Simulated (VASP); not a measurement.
# BaTe (Fm-3m) in VASP: G0W0 quasiparticle levels with PBE

Aim: the G0W0 quasiparticle levels of BaTe with PBE.

Program: VASP 6.6.1. These are calculated values, not measurements. Logs are shortened: lines on timing, memory, paths and dates and some standing lists are left out, and cuts for length are marked.

### 1 The cell of the first run

Symmetry: Fm-3m, No. 225, cubic system. The conventional cell has a = 7.065 Å, b = 7.065 Å, c = 7.065 Å, α = 90.00°, β = 90.00°, γ = 90.00°. Ba (site symmetry m-3m) has 6 Te at 3.53 Å within 4.6 Å. Te (site symmetry m-3m) has 6 Ba at 3.53 Å within 4.6 Å.

### 2 G0W0 quasiparticle levels, PBE

POSCAR

```
BaTe
1.0
    0.0000000000      3.5323792142      3.5323792142
    3.5323792142      0.0000000000      3.5323792142
    3.5323792142      3.5323792142      0.0000000000
Ba Te
1 1
Direct
    0.0000000000      0.0000000000      0.0000000000
    0.5000000000      0.5000000000      0.5000000000
```

INCAR.step1

```
PREC = Accurate
ENCUT = 500
EDIFF = 1E-8
ISMEAR = 0
SIGMA = 0.01
LREAL = F
LASPH = T
NELM = 80
ALGO = Normal
LWAVE = T
LCHARG = F
GGA = PE
```

INCAR.step2

```
PREC = Accurate
ENCUT = 500
EDIFF = 1E-8
ISMEAR = 0
SIGMA = 0.01
LREAL = F
LASPH = T
NELM = 1
ALGO = Exact
LWAVE = T
LCHARG = F
GGA = PE
NBANDS = 151
LOPTICS = T
ISTART = 1
```

INCAR.step3

```
PREC = Accurate
ENCUT = 500
EDIFF = 1E-8
ISMEAR = 0
SIGMA = 0.01
LREAL = F
LASPH = T
ALGO = EVGW0
LWAVE = F
LCHARG = F
GGA = PE
NELMGW = 1
NBANDS = 151
ENCUTGW = 80.0
NOMEGA = 48
PRECFOCK = Fast
ISTART = 1
NBANDSGW = 16
```

KPOINTS

```
regular mesh
0
Gamma
  6 6 6
```

Potentials or basis: VASP PAW PBE potentials, release 64 (Ba_sv_GW, Te_GW).

On the command line:

```
$ cat potpaw_PBE.64/Ba_sv_GW/POTCAR potpaw_PBE.64/Te_GW/POTCAR > POTCAR
$ cp INCAR.step1 INCAR
$ mpirun -np 1 vasp_std > vasp.out
$ cp INCAR.step2 INCAR
$ mpirun -np 1 vasp_std > vasp.out
$ cp INCAR.step3 INCAR
$ mpirun -np 1 vasp_std > vasp.out
```

OUTCAR:

```text
PREC = Accurate
   ENCUT = 500
   EDIFF = 1E-8
   ISMEAR = 0
   LREAL = F
   LASPH = T
   GGA = PE
   NELMGW = 1
   ENCUTGW = 80.0
   PRECFOCK = Fast
   ISTART = 1

 ion  position               nearest neighbor table
   1  0.000  0.000  0.000-
   2  0.500  0.500  0.500-

  LATTYP: Found a face centered cubic cell.
 ALAT       =     7.0647584284

  Lattice vectors:

 A1 = (   0.0000000000,   3.5323792142,   3.5323792142)
 A2 = (   3.5323792142,   0.0000000000,   3.5323792142)
 A3 = (   3.5323792142,   3.5323792142,   0.0000000000)

Analysis of symmetry for initial positions (statically):
=====================================================================
 Subroutine PRICEL returns:
 Original cell was already a primitive cell.

 Routine SETGRP: Setting up the symmetry group for a
 face centered cubic supercell.

 Subroutine GETGRP returns: Found 48 space group operations
 (whereof 48 operations were pure point group operations)
 out of a pool of 48 trial point group operations.

The static configuration has the point symmetry O_h .

Analysis of symmetry for dynamics (positions and initial velocities):
=====================================================================
 Subroutine PRICEL returns:
 Original cell was already a primitive cell.

 Routine SETGRP: Setting up the symmetry group for a
 face centered cubic supercell.

 Subroutine GETGRP returns: Found 48 space group operations
 (whereof 48 operations were pure point group operations)
 out of a pool of 48 trial point group operations.

The dynamic configuration has the point symmetry O_h .

 Subroutine INISYM returns: Found 48 space group operations
 (whereof 48 operations are pure point group operations),
 and found     1 'primitive' translations

----------------------------------------------------------------------------------------

                                     Primitive cell

  volume of cell :      88.1520

  direct lattice vectors                    reciprocal lattice vectors
     0.000000000  3.532379214  3.532379214    -0.141547657  0.141547657  0.141547657
     3.532379214  0.000000000  3.532379214     0.141547657 -0.141547657  0.141547657
     3.532379214  3.532379214  0.000000000     0.141547657  0.141547657 -0.141547657

  length of vectors
     4.995538592  4.995538592  4.995538592     0.245167733  0.245167733  0.245167733

  position of ions in fractional coordinates (direct lattice)
     0.000000000  0.000000000  0.000000000
     0.500000000  0.500000000  0.500000000

  ion indices of the primitive-cell ions
   primitive index   ion index
                 1           1
                 2           2

----------------------------------------------------------------------------------------

 KPOINTS: regular mesh

Automatic generation of k-mesh.
 Grid dimensions read from file:
 generate k-points for:    6    6    6

 Generating k-lattice:

  Cartesian coordinates                     Fractional coordinates (reciprocal lattice)
    -0.023591276  0.023591276  0.023591276     0.166666667  0.000000000  0.000000000
     0.023591276 -0.023591276  0.023591276     0.000000000  0.166666667  0.000000000
     0.023591276  0.023591276 -0.023591276     0.000000000  0.000000000  0.166666667

  Length of vectors
     0.040861289  0.040861289  0.040861289

  Shift w.r.t. Gamma in fractional coordinates (k-lattice)
     0.000000000  0.000000000  0.000000000

 Subroutine IBZKPT returns following result:
 ===========================================

 Found     16 irreducible k-points:

 Following reciprocal coordinates:
            Coordinates               Weight
  0.000000  0.000000  0.000000      1.000000
  0.166667  0.000000  0.000000      8.000000
  0.333333  0.000000  0.000000      8.000000
  0.500000  0.000000  0.000000      4.000000
  0.166667  0.166667  0.000000      6.000000
  0.333333  0.166667  0.000000     24.000000
[... 8 lines left out ...]
 -0.333333  0.333333  0.166667     24.000000
 -0.333333  0.500000  0.166667     12.000000
   k-points           NKPTS =     16   k-points in BZ     NKDIM =    216   number of bands    NBANDS=    151
   number of dos      NEDOS =    301   number of ions     NIONS =      2
   total plane-waves  NPLWV =  46656
   dimension x,y,z NGX =    36 NGY =   36 NGZ =   36
   dimension x,y,z NGXF=    72 NGYF=   72 NGZF=   72
   ions per type =               1   1
   NGX,Y,Z   is equivalent  to a cutoff of  11.98, 11.98, 11.98 a.u.
   NGXF,Y,Z  is equivalent  to a cutoff of  23.96, 23.96, 23.96 a.u.
 SYSTEM =  unknown system
   PREC   = accura    normal or accurate (medium, high low for compatibility)
   ISTART =      1    job   : 0-new  1-cont  2-samecut
   ICHARG =      0    charge: 1-file 2-atom 10-const
   ISPIN  =      1    spin polarized calculation?
   LNONCOLLINEAR =      F non collinear calculations
   LSORBIT =      F    spin-orbit coupling
   LASPH  =      T    aspherical Exc in radial PAW
   ENCUT  =  500.0 eV  36.75 Ry    6.06 a.u.   9.11  9.11  9.11*2*pi/ulx,y,z
   NELM   =     60;   NELMIN=  2; NELMDL=  0     # of ELM steps
   EDIFF  = 0.1E-07   stopping-criterion for ELM
   LREAL  =      F    real-space projection
   EDIFFG = 0.1E-06   stopping-criterion for IOM
   NSW    =      0    number of steps for IOM
   IBRION =     -1    ionic relax: 0-MD 1-quasi-New 2-CG
   NFREE  =      0    steps in history (QN), initial steepest desc. (CG)
   ISIF   =      0    stress and relaxation
   ISYM   =      3    0-nonsym 1-usesym 2-fastsym
   POTIM  = 0.5000    time-step for ionic-motion
   TEBEG  =    0.0;   TEEND  =   0.0 temperature during run
   PSTRESS=    0.0 pullay stress
   NELECT =      16.0000    total number of electrons
   NUPDOWN=      -1.0000    fix difference up-down
   EMIN   =  10.00;   EMAX   =-10.00  energy-range for DOS
   EFERMI =   0.00;   METHOD = LEGACY
   ISMEAR =     0;   SIGMA  =   0.01  broadening in eV -4-tet -1-fermi 0-gaus
   EFERMI_NEDOS =   21; number of points for ismear=-14 and -15
   IALGO  =     38    algorithm
   IMIX   =      4    mixing-type and parameters
     AMIX     =   0.40;   BMIX     =  1.00
     AMIX_MAG =   1.60;   BMIX_MAG =  1.00
  volume/ion in A,a.u.               =      44.08       297.44
  Fermi-wavevector in a.u.,A,eV,Ry     =   0.926910  1.751606 11.689607  0.859162
  Thomas-Fermi vector in A             =   2.052923
   LORBIT       =      0    0 simple, 1 ext, 2 COOP (PROOUT), +10 PAW based schemes
   GGA     = PE    functional components
   LHFCALC =     T    Hartree Fock is set to
   PRECFOCK=fast      Normal, Fast or Accurate (Low or Medium for compatibility)
   ENCUT4O =  -1.0   cutoff for four orbital integrals eV
   NKREDX  =     1    reduce k-point grid by
   NKREDY  =     1    reduce k-point grid by
   NKREDZ  =     1    reduce k-point grid by
   AEXX    =    1.0000 exact exchange contribution
   HFSCREEN=    0.0000 screening length (either q_TF or 0.3 A-1)
   HFSCREENC=   0.0000 screening length for correlation (either q_TF or 0.3 A-1)
   ENCUTFOCK=  -1.0 apply spherical cutoff to Coloumb kernel
   IVDW    =     0    specifies the selected vdW correction
   LEPSILON=     F    determine dielectric tensor
   LRPA    =     F    only Hartree local field effects (RPA)
   LRPAFORCE           =     F    calculate RPA forces
   ENCUTGW             =  80.0    cutoff for response function in eV
   ENCUTGWSOFT         =  64.0    soft cutoff for Coulomb kernel in GW response function in eV
   ENCUTLF             =  -1.0    cutoff for local field effects
   NELMGW              =     1    number of iterations in solving QP/BSE equation
   NELMHF              =     1    number of iterations in the inner HF iteration
   NKREDLFX            =     1    NKREDLFY  =   1   NKREDLFZ  =   1
 non-spin polarized calculation
 Gauss-broadening in eV      SIGMA  =   0.01
  energy-cutoff  :      500.00
  volume of cell :       88.15
 maximum number of plane-waves:      2253
  NGX = 20; NGY = 20; NGZ = 20
   NGX = 19   NGY = 19   NGZ = 19
 maximum number of plane-waves:       150
 NGX is ok and might be reduce to    18

 QP shifts <psi_nk| G(iteration)W_0 |psi_nk>: iteration 1
 for sc-GW calculations column KS-energies equals QP-energies in previous step
 and V_xc(KS)=  KS-energies - (<T + V_ion + V_H > + <T+V_H+V_ion>^1  + <V_x>^1)

 k-point   1 :       0.0000    0.0000    0.0000
  band No.  KS-energies  QP-energies   sigma(KS)   V_xc(KS)     V^pw_x(r,r')   Z            occupation Imag(sigma)

      1     -23.7359     -24.0670     -15.7568     -15.1828     -24.3872       0.5769       2.0000       1.1441
      2      -8.8835     -10.0214     -15.3804     -13.8353     -18.9055       0.7364       2.0000       0.2766
      3      -8.8835     -10.0214     -15.3804     -13.8353     -18.9055       0.7364       2.0000       0.2766
      4      -8.8835     -10.0214     -15.3804     -13.8353     -18.9055       0.7364       2.0000       0.2766
      5      -6.1713      -6.7567     -11.8787     -11.0324     -17.0949       0.6918       2.0000       1.1471
      6       3.2560       2.6050     -11.2475     -10.3910     -12.4696       0.7600       2.0000       0.1092
[... 8 lines left out ...]
     15       9.5522      10.5346      -6.3320      -7.6145      -1.6956       0.7660       0.0000      -0.3003
     16      11.9531      16.2117      -8.4952     -14.4853      -2.1996       0.7109       0.0000      -0.2728

 k-point   2 :       0.1667    0.0000    0.0000
  band No.  KS-energies  QP-energies   sigma(KS)   V_xc(KS)     V^pw_x(r,r')   Z            occupation Imag(sigma)

      1     -23.7331     -24.0633     -15.7578     -15.1867     -24.3888       0.5782       2.0000       1.1453
      2      -8.9884     -10.0856     -15.1640     -13.6374     -18.8378       0.7187       2.0000       0.3262
      3      -8.8862     -10.0227     -15.3758     -13.8307     -18.8990       0.7356       2.0000       0.2743
      4      -8.8862     -10.0227     -15.3758     -13.8307     -18.8990       0.7356       2.0000       0.2743
      5      -5.9996      -6.5789     -12.1125     -11.2801     -17.1626       0.6959       2.0000       1.0798
      6       2.5073       1.7983     -10.5962      -9.6535     -11.9056       0.7521       2.0000       0.1266
[... 8 lines left out ...]
     15      10.1913      11.6454      -6.8991      -8.8131      -1.9963       0.7597       0.0000      -0.3177
     16      11.7527      15.5362      -8.4504     -13.7132      -2.3954       0.7189       0.0000      -0.2814

 k-point   3 :       0.3333    0.0000    0.0000
  band No.  KS-energies  QP-energies   sigma(KS)   V_xc(KS)     V^pw_x(r,r')   Z            occupation Imag(sigma)

      1     -23.7274     -24.0562     -15.7597     -15.1943     -24.3920       0.5815       2.0000       1.1475
      2      -9.1720     -10.2269     -14.8439     -13.3473     -18.7432       0.7049       2.0000       0.3988
      3      -8.8916     -10.0266     -15.3668     -13.8218     -18.8862       0.7346       2.0000       0.2694
      4      -8.8916     -10.0266     -15.3668     -13.8218     -18.8862       0.7346       2.0000       0.2694
      5      -5.6723      -6.2316     -12.4810     -11.6895     -17.2641       0.7067       2.0000       0.9702
      6       1.5381       0.7304     -10.1844      -9.0877     -11.8778       0.7365       2.0000       0.1797
[... 234 lines left out ...]
      1     -23.7218     -24.0516     -15.7642     -15.2017     -24.3951       0.5865       2.0000       1.1510
      2      -9.1197     -10.2088     -14.9774     -13.4461     -18.7650       0.7112       2.0000       0.3661
      3      -8.9848     -10.1315     -15.2617     -13.6846     -18.8298       0.7270       2.0000       0.2988
      4      -8.9409     -10.0736     -15.3017     -13.7456     -18.8570       0.7279       2.0000       0.2855
      5      -5.7252      -6.2680     -12.3562     -11.5876     -17.2346       0.7061       2.0000       1.0026
      6       1.7814       0.9813     -10.4184      -9.3372     -12.0814       0.7399       2.0000       0.1668
[... 8 lines left out ...]
     15      10.8464      12.7733      -7.8368     -10.4118      -2.8061       0.7483       0.0000      -0.2963
     16      11.0871      13.0828      -8.4276     -11.1263      -3.2490       0.7395       0.0000      -0.3165

 k-point  16 :      -0.3333    0.5000    0.1667
  band No.  KS-energies  QP-energies   sigma(KS)   V_xc(KS)     V^pw_x(r,r')   Z            occupation Imag(sigma)

      1     -23.7208     -24.0526     -15.7656     -15.2030     -24.3956       0.5896       2.0000       1.1519
      2      -9.0421     -10.2028     -15.1977     -13.6002     -18.7960       0.7266       2.0000       0.3165
      3      -9.0017     -10.1019     -15.1633     -13.6311     -18.8279       0.7181       2.0000       0.3197
      4      -8.9863     -10.1323     -15.2639     -13.6859     -18.8349       0.7262       2.0000       0.3010
      5      -5.8413      -6.3801     -12.1946     -11.4237     -17.1922       0.6990       2.0000       1.0492
      6       2.2543       1.5118     -10.7882      -9.7877     -12.3022       0.7421       2.0000       0.1441
[... 8 lines left out ...]
     15      10.6456      12.3386      -7.9145     -10.1795      -2.8959       0.7475       0.0000      -0.3275
     16      11.1189      13.8566      -7.9717     -11.6868      -2.3970       0.7369       0.0000      -0.3125
```

It took 64 min on 1 thread of Intel Xeon 8259CL, shared host; peak memory 1.8 GiB.

What came out:

```
Quasiparticle gap                                   : 2.56 eV
Least direct quasiparticle gap                      : 2.97 eV
Band gap of the starting levels on the mesh         : 1.65 eV
Least direct gap of the starting levels on the mesh : 2.00 eV
```

Caveat: bands, screening cutoff and mesh are small and nothing is extrapolated, so the quasiparticle values aren't converged; spin-orbit coupling is left out, which moves the levels of the heavy elements.
